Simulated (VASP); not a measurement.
Runs of VASP 6.6.1 on InP (rocksalt type). The structure is that of space group Fm-3m (No. 225), or close to it. The cells are those of the table. 

| task | cell | cutoff (eV) | gap on the mesh (eV) | pressure (GPa) |
| --- | --- | --- | --- | --- |
| single point | a = 3.556 Å, angles 60.0°, 2 atoms | 520 | none | (a) |
| single point | a = 3.830 Å, angles 60.0°, 2 atoms | 520 | none | 0.1 |
| single point | a = 3.433 Å, angles 60.0°, 2 atoms | 520 | none | 63.3 |
| single point | a = 3.670 Å, angles 60.0°, 2 atoms | 520 | none | 15.6 |
| single point | a = 3.752 Å, angles 60.0°, 2 atoms | 520 | none | (b) |
| single point | a = 3.138 Å, angles 60.0°, 2 atoms | 520 | none | 209.2 |
| single point | a = 3.301 Å, angles 60.0°, 2 atoms | 520 | none | 111.9 |
| relaxation of cell and atoms | relaxed from a = 3.636 Å, angles 60.0°, 2 atoms | 600 | none | 0.0 |

Alike in all rows: level LDA; potentials or basis VASP PAW LDA potentials, release 64 (In_d, P); no spin polarisation; k mesh 14 × 14 × 14; smearing fermi-dirac 0.05 eV.

Problem. Fill in the values left out.

Solution. (a) 33.9; (b) 6.5.

Caveats: spin-orbit coupling is left out, which moves the levels of the heavy elements; the cell stands under pressure (at least some runs).

A k mesh can miss the band edges, and the runs leave out spin-orbit coupling on In.

A gap of «none» marks levels without a gap at the run's occupations.
